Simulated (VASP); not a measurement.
A run of VASP 6.6.1:

The input INCAR:

```
SYSTEM = Rh
  PREC = Accurate
  ENCUT = 500
  EDIFF = 1E-6
  ISMEAR = 0
  SIGMA = 0.1
  LREAL = .False.
  LASPH = .True.
  NELM = 120
  ALGO = Normal
  ISIF = 2
  LWAVE = .False.
  LCHARG = .True.
  GGA = PE
  LELF = .True.
  LVHAR = .True.
  NBANDS = 14
  GGA_COMPAT = .False.
```

File KPOINTS:

```
regular mesh
0
Gamma
  8 8 8
  0 0 0
```

POSCAR

```
Rh
1.0
    0.0000000000      1.8978500000      1.8978500000
    1.8978500000      0.0000000000      1.8978500000
    1.8978500000      1.8978500000      0.0000000000
Rh
1
Direct
    0.0000000000      0.0000000000      0.0000000000
```

Potentials or basis: VASP PAW PBE potentials, release 64 (Rh_pv).

Run with:

```bash
$ cat potpaw_PBE.64/Rh_pv/POTCAR > POTCAR
$ mpirun -np 1 vasp_std > vasp.out
```

Hardware: 1 thread of Intel(R) Xeon(R) 6975P-C (Granite Rapids), on a shared host.

Q: How long does it take, and how much memory?

A: Wall time 2.7 s on 1 thread of Intel(R) Xeon(R) 6975P-C (Granite Rapids), on a shared host, peak memory 0.13 GiB. Counts: scf iterations 11, k points 29.
